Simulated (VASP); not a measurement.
Set up this calculation in VASP 6.6.1, as the native input.

```
Task                   : single point
Functional             : LDA
Potentials or basis    : VASP PAW LDA potentials, release 64 (Pb_d, Se)
Cutoff                 : 500 eV
k mesh                 : 5 × 5 × 5
Occupations            : gaussian, width 0.01 eV
Spin                   : no spin polarisation
Dipole correction      : no
Further INCAR settings : ALGO = Normal; EDIFF = 1e-06; NBANDS = 17
```

The structure of PbSe (Clausthalite) lies in POSCAR:

```
PbSe
1.0
    0.0000000000      3.0606500000      3.0606500000
    3.0606500000      0.0000000000      3.0606500000
    3.0606500000      3.0606500000      0.0000000000
Pb Se
1 1
Direct
    0.0000000000      0.0000000000      0.0000000000
    0.5000000000      0.5000000000      0.5000000000
```

These files were run (other wordings do the same):

INCAR

```
ALGO = Normal ; EDIFF = 1E-6
ENCUT = 500 ; GGA_COMPAT = False
ISIF = 2 ; ISMEAR = 0
LASPH = True ; LCHARG = False
LREAL = False ; LWAVE = False
NBANDS = 17 ; NELM = 120
PREC = Accurate ; SIGMA = 0.01
```

KPOINTS

```
k-points
0
Gamma
  5 5 5
```

Potentials or basis: VASP PAW LDA potentials, release 64 (Pb_d, Se).

Run with:

```sh
$ cat potpaw_LDA.64/Pb_d/POTCAR potpaw_LDA.64/Se/POTCAR > POTCAR
$ mpirun -np 1 vasp_std > vasp.out
```

It gave:

* Pressure: -2.2 GPa

It took 9 s on 1 thread of Intel(R) Xeon(R) Platinum 8259CL CPU @ 2.50GHz (Skylake/Cascade Lake), with other jobs on the host, peak memory 0.15 GiB.
